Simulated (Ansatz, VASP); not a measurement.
# SrV in VASP and in Ansatz

File INCAR:

```
SYSTEM = SrV
PREC = Accurate ; ENCUT = 520
EDIFF = 1E-7 ; ISMEAR = -1
SIGMA = 0.05 ; LREAL = .FALSE.
LASPH = .TRUE. ; NELM = 150
ALGO = Normal ; ISIF = 2
LWAVE = .FALSE. ; LCHARG = .TRUE.
ISPIN = 2 ; MAGMOM = 0 2
LORBIT = 11 ; LMAXMIX = 4
GGA = PE ; LELF = .TRUE.
LVHAR = .TRUE. ; NBANDS = 22
```

The input KPOINTS:

```
Automatic mesh
0
G
  8 8 8
  0 0 0
```

POSCAR

```
SrV
1.0
    0.0000000000      2.8505981280      2.8505981280
    2.8505981280      0.0000000000      2.8505981280
    2.8505981280      2.8505981280      0.0000000000
Sr V
1 1
Direct
    0.0000000000      0.0000000000      0.0000000000
    0.5000000000      0.5000000000      0.5000000000
```

File input.yaml:

```yaml
crystal:
  lattice:
    - [0.0, 2.850598128, 2.850598128]
    - [2.850598128, 0.0, 2.850598128]
    - [2.850598128, 2.850598128, 0.0]
  atoms:
    - { symbol: Sr, position: [0.0, 0.0, 0.0] }
    - { symbol: V, position: [0.5, 0.5, 0.5], spin: 2.0 }
kpoints:
  mp_grid: { grid: [8, 8, 8] }
scf:
  occupations: { method: fermi_dirac, width: 0.05 }
hamiltonian:
  xc: pbe
  pseudopotentials: { kind: all_electron, lapw: { basis_error: 0.0005 } }
magnetization:
  spin_polarized: true
output:
  forces: true
  stress: true
  eigenvalues: true
```

Change from the starting cell: volume scaled by 1.06.

Alike in both runs: task single point; functional PBE; k mesh 8 × 8 × 8; occupations fermi-dirac, width 0.05 eV; collinear spin.

```csv
,VASP,Ansatz
version,VASP 6.6.1,Ansatz 0.2.0
potentials or method,"VASP PAW PBE potentials, release 64 (Sr_sv, V_sv), cutoff 520 eV","all-electron LAPW, scalar-relativistic"
```

VASP gave:

- gap on the k mesh at the Fermi level (eV): none
- pressure (GPa): 15.7
- net moment per atom (μB): 1.53
- size of the moment on the site where the two differ most (μB): 2.55

Task: What did Ansatz give for the same quantities?

Result: gap on the k mesh at the Fermi level (eV): none; pressure (GPa): 15.4; net moment per atom (μB): 1.53; size of the moment on the site where the two differ most (μB): 2.74.

Site moments also hang on the region over which each program counts them. A gap of «none» marks a metal or a gap that the smearing closes. Ansatz ran all-electron here, and VASP with PAW potentials.
